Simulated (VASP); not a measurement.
# Ge (Fd-3m) in VASP: a series of runs, part 2 of 2

VASP 6.6.1. The steps go on from the part before.

## Step 4: Single point, r2SCAN

Input file POSCAR:

```
Ge
1.0
    0.0000000000      2.8360149687      2.8360149687
    2.8360149687      0.0000000000      2.8360149687
    2.8360149687      2.8360149687      0.0000000000
Ge
2
Direct
    0.5000000000      0.5000000000      0.5000000000
    0.7500000000      0.7500000000      0.7500000000
```

Input file INCAR.step1:

```
  PREC = Accurate
  ENCUT = 520
  ISMEAR = -1
  SIGMA = 0.6
  LREAL = False
  LASPH = True
  NELM = 100
  NBANDS = 21
  GGA = PE
  ALGO = Normal
  EDIFF = 1E-4
  LWAVE = True
  LCHARG = False
```

Input file INCAR.step2:

```
  PREC = Accurate
  ENCUT = 520
  EDIFF = 1E-6
  ISMEAR = -1
  SIGMA = 0.6
  LREAL = False
  LASPH = True
  NELM = 100
  ALGO = Normal
  ISIF = 2
  LWAVE = False
  LCHARG = False
  METAGGA = R2SCAN
  LMIXTAU = True
  NBANDS = 21
  ISTART = 1
```

Input file KPOINTS:

```
Automatic mesh
0
Gamma
  10 10 10
```

Potentials or basis: VASP PAW PBE potentials, release 64 (Ge_d).

The run is started by

```
cat potpaw_PBE.64/Ge_d/POTCAR > POTCAR
cp INCAR.step1 INCAR
mpirun -np 1 vasp_std > vasp.out
cp INCAR.step2 INCAR
mpirun -np 1 vasp_std > vasp.out
```

OUTCAR:

```text
PREC = Accurate
   ENCUT = 520
   EDIFF = 1E-6
   ISMEAR = -1
   LREAL = False
   LASPH = True
   NELM = 100
   ISIF = 2
   METAGGA = R2SCAN
   ISTART = 1

 ion  position               nearest neighbor table
   1  0.500  0.500  0.500-   2 2.46   2 2.46   2 2.46   2 2.46
   2  0.750  0.750  0.750-   1 2.46   1 2.46   1 2.46   1 2.46

  LATTYP: Found a face centered cubic cell.
 ALAT       =     5.6720299374

  Lattice vectors:

 A1 = (   0.0000000000,   2.8360149687,   2.8360149687)
 A2 = (   2.8360149687,   0.0000000000,   2.8360149687)
 A3 = (   2.8360149687,   2.8360149687,   0.0000000000)

Analysis of symmetry for initial positions (statically):
=====================================================================
 Subroutine PRICEL returns:
 Original cell was already a primitive cell.

 Routine SETGRP: Setting up the symmetry group for a
 face centered cubic supercell.

 Subroutine GETGRP returns: Found 48 space group operations
[... 161 lines left out ...]
  ext. energy  EPLUGINS =         0.00000000
  ---------------------------------------------------
  free energy    TOTEN  =       -27.91187916 eV

  energy without entropy =      -27.36348083  energy(sigma->0) =      -27.63767999

 E-fermi :   4.8004     XC(G=0): -10.7975

 val. band max:        4.6946686442   @ k =   0.0000   0.0000   0.0000
 cond. band min:       5.0200664685   @ k =   0.0000   0.0000   0.0000
 fundamental gap:      0.3253978243
 Fermi energy:         4.8003914908

 k-point     1 :       0.0000    0.0000    0.0000
  band No.  band energies     occupation
      1     -20.7936      2.00000
      2     -20.7936      2.00000
      3     -20.7936      2.00000
      4     -20.7542      2.00000
      5     -20.7542      2.00000
      6     -20.5409      2.00000
[... 565 lines left out ...]
     20      17.0159      0.00000
     21      17.0344      0.00000

 [... further k-points ...]

------------------------ aborting loop because EDIFF is reached ----------------------------------------

  FORCE on cell =-STRESS in cart. coord.  units (eV):
  Direction    XX          YY          ZZ          XY          YZ          ZX
  --------------------------------------------------------------------------------------
  -------------------------------------------------------------------------------------
  Total        0.4257678      0.4257678      0.4257678      0.0000000      0.0000000     -0.0000000
  in kB       14.9529832     14.9529832     14.9529832      0.0000000      0.0000000     -0.0000000
  external PRESSURE =      14.9529832 kB  Pullay stress =       0.0000000 kB

 VOLUME and BASIS-vectors are now :
 -----------------------------------------------------------------------------
  energy-cutoff  :      520.00
  volume of cell :       45.62
      direct lattice vectors                 reciprocal lattice vectors
     0.000000000  2.836014969  2.836014969    -0.176303724  0.176303724  0.176303724
     2.836014969  0.000000000  2.836014969     0.176303724 -0.176303724  0.176303724
     2.836014969  2.836014969  0.000000000     0.176303724  0.176303724 -0.176303724

 POSITION                                       TOTAL-FORCE (eV/Angst)
 -----------------------------------------------------------------------------------
      2.83601      2.83601      2.83601        -0.000000     -0.000000     -0.000000
      4.25402      4.25402      4.25402         0.000000      0.000000      0.000000
 -----------------------------------------------------------------------------------
    total drift:                                0.000000     -0.000000     -0.000000

  FREE ENERGIE OF THE ION-ELECTRON SYSTEM (eV)
  ---------------------------------------------------
  free  energy   TOTEN  =       -27.9118791556 eV

  energy  without entropy=      -27.3634808273  energy(sigma->0) =      -27.63767999
```

OSZICAR.step1:

```text
N       E                     dE             d eps       ncg     rms          rms(c)
DAV:   1     0.192508341338E+03    0.19251E+03   -0.14633E+04  2241   0.365E+03
DAV:   2     0.188972183827E+02   -0.17361E+03   -0.16841E+03  1974   0.617E+02
DAV:   3    -0.834114673921E+01   -0.27238E+02   -0.27015E+02  2249   0.143E+02
DAV:   4    -0.928571209522E+01   -0.94457E+00   -0.94382E+00  2264   0.315E+01
DAV:   5    -0.930127808971E+01   -0.15566E-01   -0.15566E-01  2224   0.448E+00    0.305E+00
DAV:   6    -0.925257722015E+01    0.48701E-01   -0.18453E-02  2381   0.140E+00    0.180E+00
DAV:   7    -0.922587539451E+01    0.26702E-01   -0.36942E-02  2208   0.181E+00    0.133E-01
DAV:   8    -0.922700566014E+01   -0.11303E-02   -0.44850E-03  2189   0.842E-01    0.384E-02
DAV:   9    -0.922714331241E+01   -0.13765E-03   -0.16416E-04  1842   0.155E-01    0.121E-02
DAV:  10    -0.922715678529E+01   -0.13473E-04   -0.22897E-05  1372   0.499E-02
   1 F= -.92271568E+01 E0= -.89021281E+01  d E =-.650057E+00
```

Wall time 4.8 min (1 thread of Intel Xeon 8259CL, shared host); peak memory 0.19 GiB.

Results:

```
Free energy            : -27.9119 eV
Pressure               : 1.5 GPa
Band gap on the k mesh : 0.33 eV
```

Levels at points of the mesh, in eV from the valence-band top:
| k point | band 10 | band 11 | band 12 | band 13 | band 14 | band 15 | band 16 | band 17 | band 18 | band 19 |
| --- | --- | --- | --- | --- | --- | --- | --- | --- | --- | --- |
| (0.00, 0.00, 0.00) | -25.22 | -13.24 | 0.00 | 0.00 | 0.00 | 0.33 | 2.72 | 2.72 | 2.72 | 7.06 |
| (0.50, 0.00, 0.00) | -25.19 | -11.07 | -7.83 | -1.47 | -1.47 | 0.42 | 4.01 | 4.01 | 7.67 | 11.17 |
| (0.50, 0.50, 0.00) | -25.18 | -9.19 | -9.19 | -3.19 | -3.19 | 1.00 | 1.00 | 10.04 | 10.04 | 12.28 |

Caveat: the PAW data sets were made with another functional, which shifts forces and pressure a little. A k mesh can miss the band edges.

## Step 5: The runs side by side

```csv
smearing,gap on the mesh (eV),pressure (GPa)
fermi-dirac 0.2 eV,0.33,0.3
fermi-dirac 0.3 eV,0.33,0.4
fermi-dirac 0.6 eV,0.33,1.5
```

Alike in all rows: task single point; level r2SCAN; potentials or basis VASP PAW PBE potentials, release 64 (Ge_d); no spin polarisation; cell as given; k mesh 10 × 10 × 10; cutoff (eV) 520.

Caveats: the PAW data sets were made with another functional, which shifts forces and pressure a little.

Absolute energies hang on the potentials; compare differences alone.
